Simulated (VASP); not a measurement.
# Hg (P6_3/mmc) in VASP: further runs

Runs on Hg. Level: LDA. Tasks: single point, relaxation of cell and atoms.

Program: VASP 6.6.1. These are calculated values, not measurements. Logs are shortened: lines on timing, memory, paths and dates and some standing lists are left out, and cuts for length are marked.

### 1 The cell of the first run

The structure is hexagonal, space group P6_3/mmc (No. 194). The conventional cell has a = 2.805 Å, b = 2.805 Å, c = 4.847 Å, α = 90.00°, β = 90.00°, γ = 120.00°. Hg (site symmetry -6m2) has 12 Hg at 2.81 to 2.91 Å within 3.7 Å.

### 2 Single point, LDA

Input file INCAR:

```
SYSTEM = Hg
PREC = Accurate
ENCUT = 550
EDIFF = 1E-6
ISMEAR = -1
SIGMA = 0.1
LREAL = .False.
LASPH = .True.
NELM = 120
ALGO = Normal
ISIF = 2
LWAVE = .False.
LCHARG = .False.
GGA = CA
NBANDS = 27
GGA_COMPAT = .False.
```

Input file KPOINTS:

```
regular mesh
0
Gamma
  7 7 4
  0 0 0
```

Input file POSCAR:

```
Hg
1.0
    2.8051219211      0.0000000000      0.0000000000
   -1.4025609606      2.4293068444      0.0000000000
    0.0000000000      0.0000000000      4.8470230391
Hg
2
Direct
    0.3333333333      0.6666666667      0.2500000000
    0.6666666667      0.3333333333      0.7500000000
```

Potentials or basis: VASP PAW LDA potentials, release 64 (Hg_sv_GW).

Launch:

```
cat potpaw_LDA.64/Hg_sv_GW/POTCAR > POTCAR
mpirun -np 1 vasp_std > vasp.out
```

OUTCAR:

```text
SYSTEM = Hg
   PREC = Accurate
   ENCUT = 550
   EDIFF = 1E-6
   ISMEAR = -1
   LREAL = .False.
   LASPH = .True.
   NELM = 120
   ISIF = 2
   GGA = CA

 ion  position               nearest neighbor table
   1  0.333  0.667  0.250-   2 2.91   2 2.91   2 2.91   2 2.91   2 2.91   2 2.91
   2  0.667  0.333  0.750-   1 2.91   1 2.91   1 2.91   1 2.91   1 2.91   1 2.91

  LATTYP: Found a hexagonal cell.
 ALAT       =     2.8051219211
 C/A-ratio  =     1.7279188482

  Lattice vectors:

 A1 = (   2.8051219211,   0.0000000000,   0.0000000000)
 A2 = (  -1.4025609606,   2.4293068444,   0.0000000000)
 A3 = (   0.0000000000,   0.0000000000,   4.8470230391)

Analysis of symmetry for initial positions (statically):
=====================================================================
 Subroutine PRICEL returns:
 Original cell was already a primitive cell.

 Routine SETGRP: Setting up the symmetry group for a
 hexagonal supercell.

 Subroutine GETGRP returns: Found 24 space group operations
 (whereof 12 operations were pure point group operations)
 out of a pool of 24 trial point group operations.

The static configuration has the point symmetry D_3d.
 The point group associated with its full space group is D_6h.

Analysis of symmetry for dynamics (positions and initial velocities):
=====================================================================
 Subroutine PRICEL returns:
 Original cell was already a primitive cell.

 Routine SETGRP: Setting up the symmetry group for a
 hexagonal supercell.

 Subroutine GETGRP returns: Found 24 space group operations
 (whereof 12 operations were pure point group operations)
 out of a pool of 24 trial point group operations.

The dynamic configuration has the point symmetry D_3d.
 The point group associated with its full space group is D_6h.

 Subroutine INISYM returns: Found 24 space group operations
 (whereof 12 operations are pure point group operations),
 and found     1 'primitive' translations

----------------------------------------------------------------------------------------

                                     Primitive cell

  volume of cell :      33.0300

  direct lattice vectors                    reciprocal lattice vectors
     2.805121921  0.000000000  0.000000000     0.356490744  0.205820027  0.000000000
    -1.402560961  2.429306844  0.000000000     0.000000000  0.411640054  0.000000000
     0.000000000  0.000000000  4.847023039     0.000000000  0.000000000  0.206312203

  length of vectors
     2.805121921  2.805121921  4.847023039     0.411640054  0.411640054  0.206312203

  position of ions in fractional coordinates (direct lattice)
     0.333333333  0.666666667  0.250000000
     0.666666667  0.333333333  0.750000000

  ion indices of the primitive-cell ions
   primitive index   ion index
                 1           1
                 2           2

----------------------------------------------------------------------------------------

 KPOINTS: regular mesh

Automatic generation of k-mesh.
 Grid dimensions read from file:
 generate k-points for:    7    7    4

 Generating k-lattice:

  Cartesian coordinates                     Fractional coordinates (reciprocal lattice)
     0.050927249  0.029402861  0.000000000     0.142857143  0.000000000  0.000000000
     0.000000000  0.058805722  0.000000000     0.000000000  0.142857143  0.000000000
     0.000000000  0.000000000  0.051578051     0.000000000  0.000000000  0.250000000

  Length of vectors
     0.058805722  0.058805722  0.051578051

  Shift w.r.t. Gamma in fractional coordinates (k-lattice)
     0.000000000  0.000000000  0.000000000

 Subroutine IBZKPT returns following result:
 ===========================================

 Found     24 irreducible k-points:

 Following reciprocal coordinates:
            Coordinates               Weight
  0.000000  0.000000  0.000000      1.000000
  0.142857  0.000000  0.000000      6.000000
  0.285714  0.000000  0.000000      6.000000
  0.428571  0.000000  0.000000      6.000000
  0.142857  0.142857  0.000000      6.000000
  0.285714  0.142857  0.000000     12.000000
[... 16 lines left out ...]
  0.428571  0.142857  0.500000      6.000000
  0.285714  0.285714  0.500000      6.000000
   k-points           NKPTS =     24   k-points in BZ     NKDIM =     24   number of bands    NBANDS=     27
   number of dos      NEDOS =    301   number of ions     NIONS =      2
   total plane-waves  NPLWV =  23040
   dimension x,y,z NGX =    24 NGY =   24 NGZ =   40
   dimension x,y,z NGXF=    48 NGYF=   48 NGZF=   80
   ions per type =               2
   NGX,Y,Z   is equivalent  to a cutoff of  14.22, 14.22, 13.72 a.u.
   NGXF,Y,Z  is equivalent  to a cutoff of  28.45, 28.45, 27.44 a.u.
 SYSTEM =  Hg
   PREC   = accura    normal or accurate (medium, high low for compatibility)
   ISTART =      0    job   : 0-new  1-cont  2-samecut
   ICHARG =      2    charge: 1-file 2-atom 10-const
   ISPIN  =      1    spin polarized calculation?
   LNONCOLLINEAR =      F non collinear calculations
   LSORBIT =      F    spin-orbit coupling
   LASPH  =      T    aspherical Exc in radial PAW
   ENCUT  =  550.0 eV  40.42 Ry    6.36 a.u.   5.36  5.36  9.27*2*pi/ulx,y,z
   NELM   =    120;   NELMIN=  2; NELMDL= -5     # of ELM steps
   EDIFF  = 0.1E-05   stopping-criterion for ELM
   LREAL  =      F    real-space projection
   EDIFFG = 0.1E-04   stopping-criterion for IOM
   NSW    =      0    number of steps for IOM
   IBRION =     -1    ionic relax: 0-MD 1-quasi-New 2-CG
   NFREE  =      0    steps in history (QN), initial steepest desc. (CG)
   ISIF   =      2    stress and relaxation
   ISYM   =      2    0-nonsym 1-usesym 2-fastsym
   POTIM  = 0.5000    time-step for ionic-motion
   TEBEG  =    0.0;   TEEND  =   0.0 temperature during run
   PSTRESS=    0.0 pullay stress
   NELECT =      40.0000    total number of electrons
   NUPDOWN=      -1.0000    fix difference up-down
   EMIN   =  10.00;   EMAX   =-10.00  energy-range for DOS
   EFERMI =   0.00;   METHOD = LEGACY
   ISMEAR =    -1;   SIGMA  =   0.10  broadening in eV -4-tet -1-fermi 0-gaus
   EFERMI_NEDOS =   21; number of points for ismear=-14 and -15
   IALGO  =     38    algorithm
   IMIX   =      4    mixing-type and parameters
     AMIX     =   0.40;   BMIX     =  1.00
     AMIX_MAG =   1.60;   BMIX_MAG =  1.00
  volume/ion in A,a.u.               =      16.52       111.45
  Fermi-wavevector in a.u.,A,eV,Ry     =   1.744985  3.297544 41.429380  3.044974
  Thomas-Fermi vector in A             =   2.816760
   LORBIT       =      0    0 simple, 1 ext, 2 COOP (PROOUT), +10 PAW based schemes
   GGA     = CA    functional components
   LHFCALC =     F    Hartree Fock is set to
   AEXX    =    0.0000 exact exchange contribution
   IVDW    =     0    specifies the selected vdW correction
   LEPSILON=     F    determine dielectric tensor
   LRPA    =     F    only Hartree local field effects (RPA)
 non-spin polarized calculation
  energy-cutoff  :      550.00
  volume of cell :       33.03
 maximum number of plane-waves:      1002
 NGX is ok and might be reduce to    24
   NGX = 11   NGY = 11   NGZ = 19

 number of electron      39.9999987 magnetization

 Free energy of the ion-electron system (eV)
  ---------------------------------------------------
  ext. energy  EPLUGINS =         0.00000000
  ---------------------------------------------------
  free energy    TOTEN  =        -0.94117988 eV

  energy without entropy =       -0.91838314  energy(sigma->0) =       -0.92978151

 E-fermi :  11.3015     XC(G=0): -13.9413

 val. band max:       11.1995632058   @ k =   0.2857   0.2857   0.0000
 cond. band min:      11.4644798618   @ k =   0.2857   0.0000   0.0000
 fundamental gap:      0.2649166559
 Fermi energy:        11.3015353269

 k-point     1 :       0.0000    0.0000    0.0000
  band No.  band energies     occupation
      1    -104.8277      2.00000
      2    -104.8211      2.00000
      3     -53.5255      2.00000
      4     -53.4002      2.00000
      5     -53.4002      2.00000
      6     -53.3814      2.00000
[... 19 lines left out ...]
     26      27.1813      0.00000
     27      30.1363      0.00000

 k-point     2 :       0.1429    0.0000    0.0000
  band No.  band energies     occupation
      1    -104.8258      2.00000
      2    -104.8199      2.00000
      3     -53.5154      2.00000
      4     -53.4316      2.00000
      5     -53.4134      2.00000
      6     -53.4093      2.00000
[... 19 lines left out ...]
     26      26.6092      0.00000
     27      27.0174      0.00000

 k-point     3 :       0.2857    0.0000    0.0000
  band No.  band energies     occupation
      1    -104.8216      2.00000
      2    -104.8171      2.00000
      3     -53.5027      2.00000
      4     -53.4901      2.00000
      5     -53.4850      2.00000
      6     -53.4299      2.00000
[... 19 lines left out ...]
     26      25.1669      0.00000
     27      26.1005      0.00000

 k-point     4 :       0.4286    0.0000    0.0000
  band No.  band energies     occupation
      1    -104.8179      2.00000
      2    -104.8153      2.00000
      3     -53.5596      2.00000
      4     -53.5416      2.00000
      5     -53.4631      2.00000
      6     -53.4461      2.00000
[... 19 lines left out ...]
     26      23.7697      0.00000
     27      25.9849      0.00000
[... 516 lines left out ...]
      4     -53.5350      2.00000
      5     -53.4474      2.00000
      6     -53.4474      2.00000
[... 19 lines left out ...]
     26      21.2322      0.00000
     27      28.1382      0.00000

 k-point    23 :       0.4286    0.1429    0.5000
  band No.  band energies     occupation
      1    -104.8158      2.00000
      2    -104.8158      2.00000
      3     -53.5582      2.00000
      4     -53.5582      2.00000
      5     -53.4581      2.00000
      6     -53.4581      2.00000
[... 19 lines left out ...]
     26      21.8875      0.00000
     27      27.6202      0.00000

 k-point    24 :       0.2857    0.2857    0.5000
  band No.  band energies     occupation
      1    -104.8154      2.00000
      2    -104.8154      2.00000
      3     -53.5365      2.00000
      4     -53.5365      2.00000
      5     -53.4900      2.00000
      6     -53.4900      2.00000
[... 19 lines left out ...]
     26      22.9391      0.00000
     27      26.9501      0.00000

------------------------ aborting loop because EDIFF is reached ----------------------------------------

  FORCE on cell =-STRESS in cart. coord.  units (eV):
  Direction    XX          YY          ZZ          XY          YZ          ZX
  --------------------------------------------------------------------------------------
  -------------------------------------------------------------------------------------
  Total        8.3642793      8.3642793      8.3425409     -0.0000000      0.0000000      0.0000000
  in kB      405.7232609    405.7232609    404.6688030     -0.0000000      0.0000000      0.0000000
  external PRESSURE =     405.3717749 kB  Pullay stress =       0.0000000 kB

 VOLUME and BASIS-vectors are now :
 -----------------------------------------------------------------------------
  energy-cutoff  :      550.00
  volume of cell :       33.03
      direct lattice vectors                 reciprocal lattice vectors
     2.805121921  0.000000000  0.000000000     0.356490744  0.205820027  0.000000000
    -1.402560961  2.429306844  0.000000000     0.000000000  0.411640054  0.000000000
     0.000000000  0.000000000  4.847023039     0.000000000  0.000000000  0.206312203

 POSITION                                       TOTAL-FORCE (eV/Angst)
 -----------------------------------------------------------------------------------
     -0.00000      1.61954      1.21176         0.000000     -0.000000     -0.000000
      1.40256      0.80977      3.63527        -0.000000      0.000000      0.000000
 -----------------------------------------------------------------------------------
    total drift:                               -0.000000      0.000000     -0.000000

  FREE ENERGIE OF THE ION-ELECTRON SYSTEM (eV)
  ---------------------------------------------------
  free  energy   TOTEN  =        -0.9411798802 eV

  energy  without entropy=       -0.9183831402  energy(sigma->0) =       -0.92978151
```

It took 19 s on 1 thread of AMD EPYC 7R13 (Zen 3), shared host; peak memory 0.13 GiB.

What came out:

- Free energy: -0.9412 eV
- Pressure: 40.5 GPa
- Band gap on the k mesh: zero (bands 20 and 21 overlap by 2.35 eV)

Stress tensor (GPa, compression positive):
```
40.57  0.00  0.00
 0.00 40.57  0.00
 0.00  0.00 40.47
```

Caveat: the k points lie up to 0.37 Å⁻¹ apart, too coarse for converged energies and pressures of a metal; spin-orbit coupling is left out, which moves the levels of the heavy elements.

(Continued in part 2 of 2.)

The gap in the log of VASP goes by the Fermi energy; the results here count the filled bands.